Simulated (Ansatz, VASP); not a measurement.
# Pt in VASP and in Ansatz

INCAR

```
PREC = Accurate ; ENCUT = 520
EDIFF = 1E-6 ; ISMEAR = 0
SIGMA = 0.15 ; LREAL = False
LASPH = True ; NELM = 100
ALGO = Fast ; ISIF = 2
LWAVE = False ; LCHARG = False
GGA = PS ; NBANDS = 28
```

The input KPOINTS:

```
regular mesh
0
Gamma
  12 12 4
```

The input POSCAR:

```
Pt
1.0
    2.7741334354      0.1998817617     -0.1203605155
   -1.2139640343      2.0659598593     -0.0309172930
   -0.4157638822     -0.3633613991     10.8529233697
Pt
4
Direct
    0.6356315219      0.2684465360      0.3800098204
    0.6979783243      0.3831497891      0.8711393117
    0.3669402753      0.6991121589      0.1077676208
    0.2994498785      0.6492915159      0.6410832470
```

Input for Ansatz:

```yaml
crystal:
  lattice:
    - [2.7741334354, 0.1998817617, -0.1203605155]
    - [-1.2139640343, 2.0659598593, -0.030917293]
    - [-0.4157638822, -0.3633613991, 10.8529233697]
  atoms:
    - { symbol: Pt, position: [0.6356315219, 0.268446536, 0.3800098204] }
    - { symbol: Pt, position: [0.6979783243, 0.3831497891, 0.8711393117] }
    - { symbol: Pt, position: [0.3669402753, 0.6991121589, 0.1077676208] }
    - { symbol: Pt, position: [0.2994498785, 0.6492915159, 0.641083247] }
basis:
  ecutwfc: 420
kpoints:
  mp_grid: { grid: [12, 12, 4] }
hamiltonian:
  xc: pbesol
scf:
  occupations: { method: gaussian, width: 0.15 }
output:
  forces: true
  stress: true
  eigenvalues: true
```

Change from the starting cell: all atoms moved at random, sigma 0.1 Å a component, cell strained at random, sigma 0.1.

Alike in both runs: task single point; functional PBEsol; k mesh 12 × 12 × 4; occupations gaussian, width 0.15 eV; no spin polarisation.

|  | VASP | Ansatz |
| --- | --- | --- |
| version | VASP 6.6.1 | Ansatz 0.2.0 |
| potentials or method | VASP PAW PBE potentials, release 64 (Pt), cutoff 520 eV | scalar-relativistic, plane waves, PAW |
| valence electrons in the cell | 40 | 72 |

```tsv
	VASP	Ansatz	Ansatz less VASP
gap on the k mesh at the Fermi level (eV)	none	none	-
pressure (GPa)	11.2	11.7	+0.52
traceless stress, the component that is largest in VASP (GPa)	35.14	35.43	+0.287
rms of the force components (eV/Å)	0.168	0.169	+0.0006
```

VASP's potentials were made for PBE, not for PBEsol. Atom by atom the forces differ by 0.002 eV/Å (rms over components). A gap of «none» marks a metal or a gap that the smearing closes. VASP's potentials hold 40 valence electrons a cell and Ansatz's 72, so a difference there can come from the potentials and not from the codes.

Neither program's run includes spin-orbit coupling.
